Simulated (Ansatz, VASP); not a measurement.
# ZrTi2B3: VASP beside Ansatz

```
CELL_PARAMETERS angstrom
4.79388 0.00000 0.00000
-2.39694 4.15162 0.00000
0.00000 0.00000 3.88038
ATOMIC_POSITIONS crystal
Zr 0.00000 0.00000 0.00000
Ti 0.66667 0.33333 0.50000
Ti 0.33333 0.66667 0.00000
B 0.20579 0.79421 0.50000
B 0.20579 0.41159 0.50000
B 0.58841 0.79421 0.50000
```

Alike in both runs: task relaxation of cell and atoms; functional PBE; k mesh 6 × 6 × 8; occupations gaussian, width 0.1 eV; no spin polarisation.

```csv
,VASP,Ansatz
version,VASP 6.6.1,Ansatz 0.2.0
potentials or method,"VASP PAW PBE potentials, release 64 (Zr_sv, Ti_sv, B), cutoff 600 eV","scalar-relativistic, plane waves, PAW"
valence electrons in the cell,45,45
```

|  | VASP | Ansatz | Ansatz less VASP |
| --- | --- | --- | --- |
| gap on the k mesh at the Fermi level, each at its own relaxed structure (eV) | none | none | - |
| relaxed volume (Å³/atom) | 12.86 | 12.85 | -0.005 |
| relaxed length of the cell vector where the two differ most in proportion (Å) | 4.788 | 4.787 | -0.0014 |

A gap of «none» marks a metal or a gap that the smearing closes.
